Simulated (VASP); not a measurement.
# BiBrO (P4/nmm) in VASP: further runs

The runs below take BiBrO through single point, with LDA.

Everything below comes from runs of VASP 6.6.1. Logs are shortened: lines on timing, memory, paths and dates and some standing lists are left out, and cuts for length are marked.

### 1 The cell of the first run

The structure is tetragonal, space group P4/nmm (No. 129). Conventional cell: a = 3.753 Å, b = 3.753 Å, c = 7.887 Å, α = 90.00°, β = 90.00°, γ = 90.00°. Within 3.1 Å of Bi (site symmetry 4mm) lie 4 O at 2.25 Å and 4 Br at 3.05 Å. Br (site symmetry 4mm) has 6 Bi at 3.05 to 3.99 Å and 4 O at 3.33 Å and 8 Br at 3.57 to 3.75 Å within 4.0 Å. Within 3.0 Å of O (site symmetry -4m2) lie 4 Bi at 2.25 Å and 4 O at 2.65 Å.

### 2 Single point, LDA

Input file INCAR:

```
SYSTEM = BiBrO
ALGO = Normal ; EDIFF = 1E-6
ENCUT = 520 ; GGA = CA
ISIF = 2 ; ISMEAR = 0
LASPH = .True. ; LCHARG = .False.
LREAL = .False. ; LWAVE = .False.
NBANDS = 37 ; NELM = 80
PREC = Accurate ; SIGMA = 0.05
```

Input file KPOINTS:

```
k-points
0
Gamma
  8 8 4
  0 0 0
```

Input file POSCAR:

```
BiBrO
1.0
    3.7532000000      0.0000000000      0.0000000000
    0.0000000000      3.7532000000      0.0000000000
    0.0000000000      0.0000000000      7.8867516861
Bi Br O
2 2 2
Direct
    0.0000000000      0.5000000000      0.1575579020
    0.5000000000      0.0000000000      0.8424420980
    0.0000000000      0.5000000000      0.6517216503
    0.5000000000      0.0000000000      0.3482783497
    0.0000000000      0.0000000000      0.0000000000
    0.5000000000      0.5000000000      0.0000000000
```

Potentials or basis: VASP PAW LDA potentials, release 64 (Bi_d, Br, O).

Command:

```bash
$ cat potpaw_LDA.64/Bi_d/POTCAR potpaw_LDA.64/Br/POTCAR potpaw_LDA.64/O/POTCAR > POTCAR
$ mpirun -np 1 vasp_std > vasp.out
```

OUTCAR:

```text
SYSTEM = BiBrO
   EDIFF = 1E-6
   ENCUT = 520
   GGA = CA
   ISIF = 2
   ISMEAR = 0
   LASPH = .True.
   LREAL = .False.
   NELM = 80
   PREC = Accurate

 ion  position               nearest neighbor table
   1  0.000  0.500  0.158-   5 2.25   6 2.25   5 2.25   6 2.25   4 3.05   4 3.05   4 3.05   4 3.05
                             2 3.64   2 3.64   2 3.64   2 3.64
   2  0.500  0.000  0.842-   5 2.25   6 2.25   6 2.25   5 2.25   3 3.05   3 3.05   3 3.05   3 3.05
                             1 3.64   1 3.64   1 3.64   1 3.64
   3  0.000  0.500  0.652-   2 3.05   2 3.05   2 3.05   2 3.05
   4  0.500  0.000  0.348-   1 3.05   1 3.05   1 3.05   1 3.05
   5  0.000  0.000  0.000-   1 2.25   2 2.25   1 2.25   2 2.25
   6  0.500  0.500  0.000-   1 2.25   2 2.25   2 2.25   1 2.25

  LATTYP: Found a simple tetragonal cell.
 ALAT       =     3.7532000000
 C/A-ratio  =     2.1013406389

  Lattice vectors:

 A1 = (   3.7532000000,   0.0000000000,   0.0000000000)
 A2 = (   0.0000000000,   3.7532000000,   0.0000000000)
 A3 = (   0.0000000000,   0.0000000000,   7.8867516861)

Analysis of symmetry for initial positions (statically):
=====================================================================
 Subroutine PRICEL returns:
 Original cell was already a primitive cell.

 Routine SETGRP: Setting up the symmetry group for a
 simple tetragonal supercell.

 Subroutine GETGRP returns: Found 16 space group operations
 (whereof  8 operations were pure point group operations)
 out of a pool of 16 trial point group operations.

The static configuration has the point symmetry D_2d.
 The point group associated with its full space group is D_4h.

Analysis of symmetry for dynamics (positions and initial velocities):
=====================================================================
 Subroutine PRICEL returns:
 Original cell was already a primitive cell.

 Routine SETGRP: Setting up the symmetry group for a
 simple tetragonal supercell.

 Subroutine GETGRP returns: Found 16 space group operations
 (whereof  8 operations were pure point group operations)
 out of a pool of 16 trial point group operations.

The dynamic configuration has the point symmetry D_2d.
 The point group associated with its full space group is D_4h.

 Subroutine INISYM returns: Found 16 space group operations
 (whereof  8 operations are pure point group operations),
 and found     1 'primitive' translations

----------------------------------------------------------------------------------------

                                     Primitive cell

  volume of cell :     111.0968

  direct lattice vectors                    reciprocal lattice vectors
     3.753200000  0.000000000  0.000000000     0.266439305  0.000000000  0.000000000
     0.000000000  3.753200000  0.000000000     0.000000000  0.266439305  0.000000000
     0.000000000  0.000000000  7.886751686     0.000000000  0.000000000  0.126794914

  length of vectors
     3.753200000  3.753200000  7.886751686     0.266439305  0.266439305  0.126794914

  position of ions in fractional coordinates (direct lattice)
     0.000000000  0.500000000  0.157557902
     0.500000000  0.000000000  0.842442098
     0.000000000  0.500000000  0.651721650
     0.500000000  0.000000000  0.348278350
     0.000000000  0.000000000  0.000000000
     0.500000000  0.500000000  0.000000000

  ion indices of the primitive-cell ions
   primitive index   ion index
                 1           1
                 2           2
                 3           3
                 4           4
                 5           5
                 6           6

----------------------------------------------------------------------------------------

 KPOINTS: k-points

Automatic generation of k-mesh.
 Grid dimensions read from file:
 generate k-points for:    8    8    4

 Generating k-lattice:

  Cartesian coordinates                     Fractional coordinates (reciprocal lattice)
     0.033304913  0.000000000  0.000000000     0.125000000  0.000000000  0.000000000
     0.000000000  0.033304913  0.000000000     0.000000000  0.125000000  0.000000000
     0.000000000  0.000000000  0.031698728     0.000000000  0.000000000  0.250000000

  Length of vectors
     0.033304913  0.033304913  0.031698728

  Shift w.r.t. Gamma in fractional coordinates (k-lattice)
     0.000000000  0.000000000  0.000000000

 Subroutine IBZKPT returns following result:
 ===========================================

 Found     45 irreducible k-points:

 Following reciprocal coordinates:
            Coordinates               Weight
  0.000000  0.000000  0.000000      1.000000
  0.125000  0.000000  0.000000      4.000000
  0.250000  0.000000  0.000000      4.000000
  0.375000  0.000000  0.000000      4.000000
  0.500000  0.000000  0.000000      2.000000
  0.125000  0.125000  0.000000      4.000000
[... 16 lines left out ...]
  0.375000  0.125000  0.250000     16.000000
  0.500000  0.125000  0.250000      8.000000
 [... further k-points ...]
   k-points           NKPTS =     45   k-points in BZ     NKDIM =     45   number of bands    NBANDS=     37
   number of dos      NEDOS =    301   number of ions     NIONS =      6
   total plane-waves  NPLWV =  47040
   dimension x,y,z NGX =    28 NGY =   28 NGZ =   60
   dimension x,y,z NGXF=    56 NGYF=   56 NGZF=  120
   ions per type =               2   2   2
   NGX,Y,Z   is equivalent  to a cutoff of  12.40, 12.40, 12.65 a.u.
   NGXF,Y,Z  is equivalent  to a cutoff of  24.80, 24.80, 25.29 a.u.
 SYSTEM =  BiBrO
   PREC   = accura    normal or accurate (medium, high low for compatibility)
   ISTART =      0    job   : 0-new  1-cont  2-samecut
   ICHARG =      2    charge: 1-file 2-atom 10-const
   ISPIN  =      1    spin polarized calculation?
   LNONCOLLINEAR =      F non collinear calculations
   LSORBIT =      F    spin-orbit coupling
   LASPH  =      T    aspherical Exc in radial PAW
   ENCUT  =  520.0 eV  38.22 Ry    6.18 a.u.   6.98  6.98 14.66*2*pi/ulx,y,z
   NELM   =     80;   NELMIN=  2; NELMDL= -5     # of ELM steps
   EDIFF  = 0.1E-05   stopping-criterion for ELM
   LREAL  =      F    real-space projection
   EDIFFG = 0.1E-04   stopping-criterion for IOM
   NSW    =      0    number of steps for IOM
   IBRION =     -1    ionic relax: 0-MD 1-quasi-New 2-CG
   NFREE  =      0    steps in history (QN), initial steepest desc. (CG)
   ISIF   =      2    stress and relaxation
   ISYM   =      2    0-nonsym 1-usesym 2-fastsym
   POTIM  = 0.5000    time-step for ionic-motion
   TEBEG  =    0.0;   TEEND  =   0.0 temperature during run
   PSTRESS=    0.0 pullay stress
   NELECT =      56.0000    total number of electrons
   NUPDOWN=      -1.0000    fix difference up-down
   EMIN   =  10.00;   EMAX   =-10.00  energy-range for DOS
   EFERMI =   0.00;   METHOD = LEGACY
   ISMEAR =     0;   SIGMA  =   0.05  broadening in eV -4-tet -1-fermi 0-gaus
   EFERMI_NEDOS =   21; number of points for ismear=-14 and -15
   IALGO  =     38    algorithm
   IMIX   =      4    mixing-type and parameters
     AMIX     =   0.40;   BMIX     =  1.00
     AMIX_MAG =   1.60;   BMIX_MAG =  1.00
  volume/ion in A,a.u.               =      18.52       124.95
  Fermi-wavevector in a.u.,A,eV,Ry     =   1.302878  2.462082 23.095757  1.697490
  Thomas-Fermi vector in A             =   2.433917
   LORBIT       =      0    0 simple, 1 ext, 2 COOP (PROOUT), +10 PAW based schemes
   GGA     = CA    functional components
   LHFCALC =     F    Hartree Fock is set to
   AEXX    =    0.0000 exact exchange contribution
   IVDW    =     0    specifies the selected vdW correction
   LEPSILON=     F    determine dielectric tensor
   LRPA    =     F    only Hartree local field effects (RPA)
 non-spin polarized calculation
 Gauss-broadening in eV      SIGMA  =   0.05
  energy-cutoff  :      520.00
  volume of cell :      111.10
 maximum number of plane-waves:      3010
 NGX is ok and might be reduce to    28
   NGX = 13   NGY = 13   NGZ = 29

 number of electron      56.0000004 magnetization

 Free energy of the ion-electron system (eV)
  ---------------------------------------------------
  ext. energy  EPLUGINS =         0.00000000
  ---------------------------------------------------
  free energy    TOTEN  =       -31.68865306 eV

  energy without entropy =      -31.68865306  energy(sigma->0) =      -31.68865306

 E-fermi :   5.9847     XC(G=0): -10.9714

 val. band max:        5.7074110468   @ k =   0.3750   0.0000   0.5000
 cond. band min:       7.8230345809   @ k =   0.0000   0.0000   0.5000
 fundamental gap:      2.1156235341
 Fermi energy:         5.9846995852

 k-point     1 :       0.0000    0.0000    0.0000
  band No.  band energies     occupation
      1     -16.7405      2.00000
      2     -16.4404      2.00000
      3     -16.4277      2.00000
      4     -16.4277      2.00000
      5     -16.3958      2.00000
      6     -16.3457      2.00000
[... 29 lines left out ...]
     36      13.3862      0.00000
     37      13.4303      0.00000

 k-point     2 :       0.1250    0.0000    0.0000
  band No.  band energies     occupation
      1     -16.7335      2.00000
      2     -16.4338      2.00000
      3     -16.4281      2.00000
      4     -16.4255      2.00000
      5     -16.3869      2.00000
      6     -16.3639      2.00000
[... 29 lines left out ...]
     36      13.6216      0.00000
     37      13.7848      0.00000

 k-point     3 :       0.2500    0.0000    0.0000
  band No.  band energies     occupation
      1     -16.7172      2.00000
      2     -16.4784      2.00000
      3     -16.4254      2.00000
      4     -16.4199      2.00000
      5     -16.3992      2.00000
      6     -16.3699      2.00000
[... 29 lines left out ...]
     36      14.0472      0.00000
     37      14.5890      0.00000
[... 761 lines left out ...]
 k-point    23 :       0.3750    0.1250    0.2500
  band No.  band energies     occupation
      1     -16.6979      2.00000
      2     -16.5943      2.00000
      3     -16.4085      2.00000
      4     -16.4068      2.00000
      5     -16.3933      2.00000
      6     -16.3794      2.00000
[... 29 lines left out ...]
     36      14.7648      0.00000
     37      14.9181      0.00000

 k-point    24 :       0.5000    0.1250    0.2500
  band No.  band energies     occupation
      1     -16.6613      2.00000
      2     -16.6613      2.00000
      3     -16.3985      2.00000
      4     -16.3985      2.00000
      5     -16.3952      2.00000
      6     -16.3952      2.00000
[... 29 lines left out ...]
     36      14.4016      0.00000
     37      14.8240      0.00000

 [... further k-points ...]
[... 5 lines left out ...]
  --------------------------------------------------------------------------------------
  -------------------------------------------------------------------------------------
  Total        7.0841462      7.0841462      4.2682481      0.0000000     -0.0000000      0.0000000
  in kB      102.1636769    102.1636769     61.5543372      0.0000000     -0.0000000      0.0000000
  external PRESSURE =      88.6272304 kB  Pullay stress =       0.0000000 kB

 VOLUME and BASIS-vectors are now :
 -----------------------------------------------------------------------------
  energy-cutoff  :      520.00
  volume of cell :      111.10
      direct lattice vectors                 reciprocal lattice vectors
     3.753200000  0.000000000  0.000000000     0.266439305  0.000000000  0.000000000
     0.000000000  3.753200000  0.000000000     0.000000000  0.266439305  0.000000000
     0.000000000  0.000000000  7.886751686     0.000000000  0.000000000  0.126794914

 POSITION                                       TOTAL-FORCE (eV/Angst)
 -----------------------------------------------------------------------------------
      0.00000      1.87660      1.24262         0.000000      0.000000      0.774688
      1.87660      0.00000      6.64413         0.000000      0.000000     -0.774688
      0.00000      1.87660      5.13997         0.000000      0.000000     -0.279261
      1.87660      0.00000      2.74678         0.000000     -0.000000      0.279261
      0.00000      0.00000      0.00000         0.000000     -0.000000      0.000000
      1.87660      1.87660      0.00000        -0.000000      0.000000      0.000000
 -----------------------------------------------------------------------------------
    total drift:                                0.000000      0.000000     -0.000000

  FREE ENERGIE OF THE ION-ELECTRON SYSTEM (eV)
  ---------------------------------------------------
  free  energy   TOTEN  =       -31.6886530555 eV

  energy  without entropy=      -31.6886530555  energy(sigma->0) =      -31.68865306
```

Wall time 87 s (1 thread of AMD EPYC 9R45 (Zen 5), shared host); peak memory 0.25 GiB.

What came out:

```yaml
Free_energy: -31.6887 eV
Pressure: 8.9 GPa
Largest_force: 0.775 eV/Å
Band_gap_on_the_k_mesh: 2.12 eV (least direct gap 2.47 eV)
```

Forces in eV/Å, atoms in the order of the input:
```
Bi   0.000  0.000  0.775
Bi   0.000  0.000 -0.775
Br   0.000  0.000 -0.279
Br   0.000  0.000  0.279
O    0.000  0.000  0.000
O    0.000  0.000  0.000
```

Levels at points of the mesh, in eV from the valence-band top:
```
           k point  band 26  band 27  band 28  band 29  band 30  band 31
(0.00, 0.00, 0.00)    -1.28    -1.28    -0.90     2.52     3.24     5.01
(0.50, 0.00, 0.00)    -0.98    -0.21    -0.21     4.31     4.31     4.85
(0.50, 0.50, 0.00)    -1.37    -1.30    -1.30     3.15     3.15     5.02
(0.00, 0.00, 0.50)    -0.92    -0.92    -0.35     2.12     2.48     4.73
(0.50, 0.00, 0.50)    -1.00    -0.25    -0.25     4.11     4.11     4.91
(0.50, 0.50, 0.50)    -1.77    -1.37    -1.37     4.15     4.15     5.45
```

Caveat: the cell stands under pressure; spin-orbit coupling is left out, which moves the levels of the heavy elements. As with any semilocal functional, this LDA gap is likely too small.

[end of part 1 of 3]
